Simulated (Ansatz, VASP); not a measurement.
## One calculation of Na, two programs

```xyz
2
Lattice="3.5952 0.0000 0.0000 -1.7976 3.1135 0.0000 0.0000 0.0000 6.1030" Properties=species:S:1:pos:R:3 pbc="T T T"
Na   -0.2240    2.0757    1.5258
Na    2.0216    1.0378    4.5773
```

Change from the starting cell: mode 4 frozen in at -0.233 Å, equal normal strain along x and y -0.0400.

Alike in both runs: task single point; functional PBE; k mesh 15 × 15 × 8; occupations gaussian, width 0.15 eV; no spin polarisation.

|  | VASP | Ansatz |
| --- | --- | --- |
| version | VASP 6.6.1 | Ansatz 0.2.0 |
| potentials or method | VASP PAW PBE potentials, release 64 (Na_pv), cutoff 520 eV | scalar-relativistic, plane waves, PAW |
| valence electrons in the cell | 14 | 18 |

```csv
,VASP,Ansatz,Ansatz less VASP
gap on the k mesh at the Fermi level (eV),none,none,-
pressure (GPa),0.7,0.8,+0.02
"traceless stress, the component that is largest in VASP (GPa)",0.33,0.33,-0.001
rms of the force components (eV/Å),0.031,0.030,-0.0002
```

Atom by atom the forces differ by 0.000 eV/Å (rms over components). A gap of «none» marks a metal or a gap that the smearing closes. VASP's potentials hold 14 valence electrons a cell and Ansatz's 18, so a difference there can come from the potentials and not from the codes.
